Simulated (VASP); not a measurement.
# Al2RuN3 (P-4m2) in VASP: single point with PBE

Aim: the single point of Al2RuN3 with PBE.

Program: VASP 6.6.1. These are calculated values, not measurements. Logs are shortened: lines on timing, memory, paths and dates and some standing lists are left out, and cuts for length are marked.

### 1 The cell of the first run

Symmetry: P-4m2, No. 115, tetragonal system. Conventional cell: a = 2.787 Å, b = 2.787 Å, c = 9.070 Å, α = 90.00°, β = 90.00°, γ = 90.00°. Within 2.6 Å of Al (site symmetry 2mm) lie 5 N at 1.97 to 2.09 Å. Within 2.6 Å of Ru (site symmetry -4m2) lie 4 N at 1.97 Å. Within 2.6 Å of N (site symmetry -4m2) lie 4 Ru at 1.97 Å. N (site symmetry 2mm) has 5 Al at 1.97 to 2.09 Å within 2.6 Å.

### 2 Single point, PBE, collinear spin, ferromagnetic start

Input file INCAR:

```
PREC = Accurate ; ENCUT = 520
EDIFF = 1E-6 ; ISMEAR = 0
SIGMA = 0.1 ; LREAL = F
LASPH = T ; NELM = 150
ALGO = Normal ; ISIF = 2
LWAVE = F ; LCHARG = T
ISPIN = 2 ; MAGMOM = 0 0 1 0 0 0
LORBIT = 11 ; LMAXMIX = 4
GGA = PE ; LELF = T
LVHAR = T ; NBANDS = 30
```

Input file KPOINTS:

```
regular mesh
0
Gamma
  6 6 4
```

Input file POSCAR:

```
Al2RuN3
1.0
    2.7872739425      0.0000000000      0.0000000000
    0.0000000000      2.7872739425      0.0000000000
    0.0000000000      0.0000000000      9.0696675247
Al Ru N
2 1 3
Direct
    0.0000000000      0.5000000000      0.6119093950
    0.5000000000      0.0000000000      0.3880906050
    0.0000000000      0.0000000000      0.0000000000
    0.5000000000      0.5000000000      0.0000000000
    0.0000000000      0.5000000000      0.3811413246
    0.5000000000      0.0000000000      0.6188586754
```

Potentials or basis: VASP PAW PBE potentials, release 64 (Al, Ru_pv, N).

The run is started by

```
cat potpaw_PBE.64/Al/POTCAR potpaw_PBE.64/Ru_pv/POTCAR potpaw_PBE.64/N/POTCAR > POTCAR
mpirun -np 1 vasp_std > vasp.out
```

OUTCAR:

```text
PREC = Accurate
   ENCUT = 520
   EDIFF = 1E-6
   ISMEAR = 0
   LREAL = F
   LASPH = T
   NELM = 150
   ISIF = 2
   ISPIN = 2
   LORBIT = 11
   GGA = PE

 ion  position               nearest neighbor table
   1  0.000  0.500  0.612-   6 1.97   6 1.97   6 1.97   6 1.97   5 2.09   2 2.83   2 2.83   2 2.83
                             2 2.83
   2  0.500  0.000  0.388-   5 1.97   5 1.97   5 1.97   5 1.97   6 2.09   1 2.83   1 2.83   1 2.83
                             1 2.83
   3  0.000  0.000  0.000-   4 1.97   4 1.97   4 1.97   4 1.97
   4  0.500  0.500  0.000-   3 1.97   3 1.97   3 1.97   3 1.97
   5  0.000  0.500  0.381-   2 1.97   2 1.97   2 1.97   2 1.97   1 2.09
   6  0.500  0.000  0.619-   1 1.97   1 1.97   1 1.97   1 1.97   2 2.09

  LATTYP: Found a simple tetragonal cell.
 ALAT       =     2.7872739425
 C/A-ratio  =     3.2539562712

  Lattice vectors:

 A1 = (   2.7872739425,   0.0000000000,   0.0000000000)
 A2 = (   0.0000000000,   2.7872739425,   0.0000000000)
 A3 = (   0.0000000000,   0.0000000000,   9.0696675247)

Analysis of symmetry for initial positions (statically):
=====================================================================
 Subroutine PRICEL returns:
 Original cell was already a primitive cell.

 Routine SETGRP: Setting up the symmetry group for a
 simple tetragonal supercell.

 Subroutine GETGRP returns: Found  8 space group operations
 (whereof  8 operations were pure point group operations)
 out of a pool of 16 trial point group operations.

The static configuration has the point symmetry D_2d.

Analysis of symmetry for dynamics (positions and initial velocities):
=====================================================================
 Subroutine PRICEL returns:
 Original cell was already a primitive cell.

 Routine SETGRP: Setting up the symmetry group for a
 simple tetragonal supercell.

 Subroutine GETGRP returns: Found  8 space group operations
 (whereof  8 operations were pure point group operations)
 out of a pool of 16 trial point group operations.

The dynamic configuration has the point symmetry D_2d.

Analysis of structural, dynamic, and magnetic symmetry:
=====================================================================
 Subroutine PRICEL returns:
 Original cell was already a primitive cell.

 Routine SETGRP: Setting up the symmetry group for a
 simple tetragonal supercell.

 Subroutine GETGRP returns: Found  8 space group operations
 (whereof  8 operations were pure point group operations)
 out of a pool of 16 trial point group operations.

The overall configuration has the point symmetry D_2d.

 Subroutine INISYM returns: Found  8 space group operations
 (whereof  8 operations are pure point group operations),
 and found     1 'primitive' translations

----------------------------------------------------------------------------------------

                                     Primitive cell

  volume of cell :      70.4613

  direct lattice vectors                    reciprocal lattice vectors
     2.787273943  0.000000000  0.000000000     0.358773490  0.000000000  0.000000000
     0.000000000  2.787273943  0.000000000     0.000000000  0.358773490  0.000000000
     0.000000000  0.000000000  9.069667525     0.000000000  0.000000000  0.110257625

  length of vectors
     2.787273943  2.787273943  9.069667525     0.358773490  0.358773490  0.110257625

  position of ions in fractional coordinates (direct lattice)
     0.000000000  0.500000000  0.611909395
     0.500000000  0.000000000  0.388090605
     0.000000000  0.000000000  0.000000000
     0.500000000  0.500000000  0.000000000
     0.000000000  0.500000000  0.381141325
     0.500000000  0.000000000  0.618858675

  ion indices of the primitive-cell ions
   primitive index   ion index
                 1           1
                 2           2
                 3           3
                 4           4
                 5           5
                 6           6

----------------------------------------------------------------------------------------

 KPOINTS: regular mesh

Automatic generation of k-mesh.
 Grid dimensions read from file:
 generate k-points for:    6    6    4

 Generating k-lattice:

  Cartesian coordinates                     Fractional coordinates (reciprocal lattice)
     0.059795582  0.000000000  0.000000000     0.166666667  0.000000000  0.000000000
     0.000000000  0.059795582  0.000000000     0.000000000  0.166666667  0.000000000
     0.000000000  0.000000000  0.027564406     0.000000000  0.000000000  0.250000000

  Length of vectors
     0.059795582  0.059795582  0.027564406

  Shift w.r.t. Gamma in fractional coordinates (k-lattice)
     0.000000000  0.000000000  0.000000000

 Subroutine IBZKPT returns following result:
 ===========================================

 Found     30 irreducible k-points:

 Following reciprocal coordinates:
            Coordinates               Weight
  0.000000  0.000000  0.000000      1.000000
  0.166667  0.000000  0.000000      4.000000
  0.333333  0.000000  0.000000      4.000000
  0.500000  0.000000  0.000000      2.000000
  0.166667  0.166667  0.000000      4.000000
  0.333333  0.166667  0.000000      8.000000
[... 16 lines left out ...]
  0.333333  0.000000  0.500000      4.000000
  0.500000  0.000000  0.500000      2.000000
 [... further k-points ...]
   k-points           NKPTS =     30   k-points in BZ     NKDIM =     30   number of bands    NBANDS=     30
   number of dos      NEDOS =    301   number of ions     NIONS =      6
   total plane-waves  NPLWV =  40320
   dimension x,y,z NGX =    24 NGY =   24 NGZ =   70
   dimension x,y,z NGXF=    48 NGYF=   48 NGZF=  140
   ions per type =               2   1   3
   NGX,Y,Z   is equivalent  to a cutoff of  14.31, 14.31, 12.83 a.u.
   NGXF,Y,Z  is equivalent  to a cutoff of  28.63, 28.63, 25.66 a.u.
 SYSTEM =  unknown system
   PREC   = accura    normal or accurate (medium, high low for compatibility)
   ISTART =      0    job   : 0-new  1-cont  2-samecut
   ICHARG =      2    charge: 1-file 2-atom 10-const
   ISPIN  =      2    spin polarized calculation?
   LNONCOLLINEAR =      F non collinear calculations
   LSORBIT =      F    spin-orbit coupling
   LASPH  =      T    aspherical Exc in radial PAW
   ENCUT  =  520.0 eV  38.22 Ry    6.18 a.u.   5.18  5.18 16.86*2*pi/ulx,y,z
   NELM   =    150;   NELMIN=  2; NELMDL= -5     # of ELM steps
   EDIFF  = 0.1E-05   stopping-criterion for ELM
   LREAL  =      F    real-space projection
   EDIFFG = 0.1E-04   stopping-criterion for IOM
   NSW    =      0    number of steps for IOM
   IBRION =     -1    ionic relax: 0-MD 1-quasi-New 2-CG
   NFREE  =      0    steps in history (QN), initial steepest desc. (CG)
   ISIF   =      2    stress and relaxation
   ISYM   =      2    0-nonsym 1-usesym 2-fastsym
   POTIM  = 0.5000    time-step for ionic-motion
   TEBEG  =    0.0;   TEEND  =   0.0 temperature during run
   PSTRESS=    0.0 pullay stress
   NELECT =      35.0000    total number of electrons
   NUPDOWN=      -1.0000    fix difference up-down
   EMIN   =  10.00;   EMAX   =-10.00  energy-range for DOS
   EFERMI =   0.00;   METHOD = LEGACY
   ISMEAR =     0;   SIGMA  =   0.10  broadening in eV -4-tet -1-fermi 0-gaus
   EFERMI_NEDOS =   21; number of points for ismear=-14 and -15
   IALGO  =     38    algorithm
   IMIX   =      4    mixing-type and parameters
     AMIX     =   0.40;   BMIX     =  1.00
     AMIX_MAG =   1.60;   BMIX_MAG =  1.00
  volume/ion in A,a.u.               =      11.74        79.25
  Fermi-wavevector in a.u.,A,eV,Ry     =   1.296524  2.450075 22.871053  1.680975
  Thomas-Fermi vector in A             =   2.427975
   LORBIT       =     11    0 simple, 1 ext, 2 COOP (PROOUT), +10 PAW based schemes
   GGA     = PE    functional components
   LHFCALC =     F    Hartree Fock is set to
   AEXX    =    0.0000 exact exchange contribution
   IVDW    =     0    specifies the selected vdW correction
   LEPSILON=     F    determine dielectric tensor
   LRPA    =     F    only Hartree local field effects (RPA)
 spin polarized calculation
 Gauss-broadening in eV      SIGMA  =   0.10
  energy-cutoff  :      520.00
  volume of cell :       70.46
 maximum number of plane-waves:      1937
 NGX is ok and might be reduce to    24
   NGX = 11   NGY = 11   NGZ = 33

 number of electron      35.0000004 magnetization       0.0011397

 number of electron      35.0000004 magnetization      -0.0002257

 Free energy of the ion-electron system (eV)
  ---------------------------------------------------
  ext. energy  EPLUGINS =         0.00000000
  ---------------------------------------------------
  free energy    TOTEN  =       -43.79092633 eV

  energy without entropy =      -43.78343771  energy(sigma->0) =      -43.78718202

 E-fermi :   6.7234     XC(G=0): -10.9422

 val. band max:        6.7020686974   @ k =   0.3333   0.0000   0.0000
 cond. band min:       6.7291821218   @ k =   0.3333   0.0000   0.2500
 fundamental gap:      0.0271134244
 Fermi energy:         6.7234217639

 spin component 1

 k-point     1 :       0.0000    0.0000    0.0000
  band No.  band energies     occupation
      1     -36.6873      1.00000
      2     -36.6873      1.00000
      3     -35.7285      1.00000
      4     -10.2428      1.00000
      5      -9.7271      1.00000
      6      -7.6158      1.00000
[... 21 lines left out ...]
     28      17.6732      0.00000
     29      18.8689      0.00000

 k-point     2 :       0.1667    0.0000    0.0000
  band No.  band energies     occupation
      1     -36.8089      1.00000
      2     -36.6717      1.00000
      3     -35.7172      1.00000
      4      -9.7667      1.00000
      5      -9.3469      1.00000
      6      -7.3582      1.00000
[... 696 lines left out ...]
 k-point    24 :       0.5000    0.0000    0.5000
  band No.  band energies     occupation
      1     -37.1622      1.00000
      2     -36.6247      1.00000
      3     -35.6832      1.00000
      4      -7.8794      1.00000
      5      -7.1374      1.00000
      6      -7.1350      1.00000
[... 21 lines left out ...]
     28      18.2234      0.00000
     29      18.3016      0.00000

 [... further k-points ...]

 spin component 2

 k-point     1 :       0.0000    0.0000    0.0000
  band No.  band energies     occupation
      1     -36.6874      1.00000
      2     -36.6874      1.00000
      3     -35.7284      1.00000
      4     -10.2429      1.00000
      5      -9.7271      1.00000
      6      -7.6158      1.00000
[... 21 lines left out ...]
     28      17.6731      0.00000
     29      18.8689      0.00000

 k-point     2 :       0.1667    0.0000    0.0000
  band No.  band energies     occupation
      1     -36.8089      1.00000
      2     -36.6718      1.00000
      3     -35.7172      1.00000
      4      -9.7668      1.00000
      5      -9.3470      1.00000
      6      -7.3582      1.00000
[... 696 lines left out ...]
 k-point    24 :       0.5000    0.0000    0.5000
  band No.  band energies     occupation
      1     -37.1622      1.00000
      2     -36.6248      1.00000
      3     -35.6832      1.00000
      4      -7.8795      1.00000
      5      -7.1374      1.00000
      6      -7.1350      1.00000
[... 21 lines left out ...]
     28      18.2234      0.00000
     29      18.3016      0.00000

 [... further k-points ...]

 [bands above 29 left out]

------------------------ aborting loop because EDIFF is reached ----------------------------------------

  FORCE on cell =-STRESS in cart. coord.  units (eV):
  Direction    XX          YY          ZZ          XY          YZ          ZX
  --------------------------------------------------------------------------------------
  -------------------------------------------------------------------------------------
  Total       -0.0693473     -0.0693473      0.1328429      0.0000000      0.0000000      0.0000000
  in kB       -1.5768462     -1.5768462      3.0206340      0.0000000      0.0000000      0.0000000
  external PRESSURE =      -0.0443528 kB  Pullay stress =       0.0000000 kB

 VOLUME and BASIS-vectors are now :
 -----------------------------------------------------------------------------
  energy-cutoff  :      520.00
  volume of cell :       70.46
      direct lattice vectors                 reciprocal lattice vectors
     2.787273943  0.000000000  0.000000000     0.358773490  0.000000000  0.000000000
     0.000000000  2.787273943  0.000000000     0.000000000  0.358773490  0.000000000
     0.000000000  0.000000000  9.069667525     0.000000000  0.000000000  0.110257625

 POSITION                                       TOTAL-FORCE (eV/Angst)
 -----------------------------------------------------------------------------------
      0.00000      1.39364      5.54981         0.000000     -0.000000      0.001140
      1.39364      0.00000      3.51985        -0.000000     -0.000000     -0.001140
      0.00000      0.00000      0.00000         0.000000     -0.000000      0.000000
      1.39364      1.39364      0.00000        -0.000000      0.000000      0.000000
      0.00000      1.39364      3.45683        -0.000000     -0.000000     -0.008736
      1.39364      0.00000      5.61284        -0.000000     -0.000000      0.008736
 -----------------------------------------------------------------------------------
    total drift:                                0.000000     -0.000000     -0.000000

  FREE ENERGIE OF THE ION-ELECTRON SYSTEM (eV)
  ---------------------------------------------------
  free  energy   TOTEN  =       -43.7909263344 eV

  energy  without entropy=      -43.7834377106  energy(sigma->0) =      -43.78718202

 total charge

# of ion       s       p       d       tot
------------------------------------------
    1        0.329   0.392   0.000   0.721
    2        0.329   0.392   0.000   0.721
    3        0.358   6.309   6.058  12.726
    4        1.267   2.434   0.000   3.701
    5        1.230   2.593   0.000   3.823
    6        1.230   2.593   0.000   3.823
--------------------------------------------------
tot          4.742  14.715   6.058  25.516

 magnetization (x)

# of ion       s       p       d       tot
------------------------------------------
    1       -0.000  -0.000   0.000  -0.000
    2       -0.000  -0.000   0.000  -0.000
    3       -0.000  -0.000  -0.000  -0.000
    4        0.000  -0.000   0.000  -0.000
    5        0.000   0.000   0.000   0.000
    6        0.000   0.000   0.000   0.000
--------------------------------------------------
tot         -0.000  -0.000  -0.000  -0.000
```

Wall time 3.2 min (1 thread of AMD EPYC 7R43 (Zen 3), shared host); peak memory 0.26 GiB.

Results:

```
Free energy                                           : -43.7909 eV
Pressure                                              : 0.0 GPa
Largest force                                         : 0.009 eV/Å
Net moment                                            : 0.00 μB per cell
Valence electrons inside the program's atomic spheres : Al 0.72; Ru 12.73; N 3.70, 3.82
```

Forces on the atoms (eV/Å):
```
Al   0.000  0.000  0.001
Al   0.000  0.000 -0.001
Ru   0.000  0.000  0.000
N    0.000  0.000  0.000
N    0.000  0.000 -0.009
N    0.000  0.000  0.009
```

Stress tensor (GPa, compression positive):
```
-0.16  0.00  0.00
 0.00 -0.16  0.00
 0.00  0.00  0.30
```

Levels at points of the mesh, in eV from the Fermi level:
Spin up:
```
           k point  band 14  band 15  band 16  band 17  band 18  band 19  band 20  band 21  band 22  band 23
(0.00, 0.00, 0.00)    -1.61    -1.61    -1.30    -0.61    -0.61    -0.39    -0.39     3.74     4.88     6.93
(0.50, 0.00, 0.00)    -0.68    -0.57    -0.57    -0.26     1.04     2.26     3.73     4.61     7.37     7.43
(0.50, 0.50, 0.00)    -2.68    -2.52    -1.44    -1.44    -0.50     0.80     3.21     4.01     4.01     6.78
(0.00, 0.00, 0.50)    -1.62    -1.30    -0.61    -0.58    -0.58    -0.42    -0.42     3.30     5.05     6.90
(0.50, 0.00, 0.50)    -0.94    -0.57    -0.57    -0.25     0.96     2.26     4.31     4.34     6.67     7.37
(0.50, 0.50, 0.50)    -2.66    -2.55    -1.47    -1.47    -0.47     0.80     3.21     4.07     4.07     6.64
```
Spin down:
```
           k point  band 15  band 16  band 17  band 18  band 19  band 20  band 21  band 22
(0.00, 0.00, 0.00)    -1.61    -1.30    -0.61    -0.61    -0.39    -0.39     3.73     4.88
(0.50, 0.00, 0.00)    -0.57    -0.57    -0.25     1.04     2.26     3.73     4.60     7.37
(0.50, 0.50, 0.00)    -2.52    -1.44    -1.44    -0.50     0.79     3.21     4.01     4.01
(0.00, 0.00, 0.50)    -1.30    -0.61    -0.58    -0.58    -0.42    -0.42     3.30     5.05
(0.50, 0.00, 0.50)    -0.57    -0.57    -0.25     0.96     2.26     4.31     4.34     6.67
(0.50, 0.50, 0.50)    -2.55    -1.47    -1.47    -0.47     0.79     3.21     4.07     4.07
```

Caveat: the k points lie up to 0.38 Å⁻¹ apart.
